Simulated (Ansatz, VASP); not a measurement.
## One calculation of In3GaSbN, two programs

```
In Ga Sb N
1.0
     5.89029    0.00000    0.00000
     0.00000    5.89029    0.00000
     0.00000    0.00000    4.77699
In Ga Sb N
3 1 1 1
Direct
  0.50000 0.00000 0.50000
  0.00000 0.50000 0.50000
  0.00000 0.00000 0.00000
  0.00000 0.00000 0.50000
  0.50000 0.50000 0.50000
  0.50000 0.50000 0.00000
```

Alike in both runs: functional PBE; k mesh 4 × 4 × 4; occupations gaussian, width 0.1 eV; no spin polarisation.

Ansatz relaxed the structure, and its values are those at the end. VASP's run is a single point on that final structure, the one shown.

```csv
,VASP,Ansatz
version,VASP 6.6.1,Ansatz 0.2.0
potentials or method,"VASP PAW PBE potentials, release 64 (In_d, Ga_d, Sb, N), cutoff 520 eV","scalar-relativistic, plane waves, PAW"
valence electrons in the cell,62,72
```

VASP gave:

* gap on the k mesh at the Fermi level (eV): none
* pressure (GPa): 0.0

Question: Estimate Ansatz's values.

Answer: gap on the k mesh at the Fermi level (eV): none; pressure (GPa): 0.1.

A gap of «none» marks a metal or a gap that the smearing closes. VASP's potentials hold 62 valence electrons a cell and Ansatz's 72, so a difference there can come from the potentials and not from the codes.

Spin-orbit coupling is off throughout.
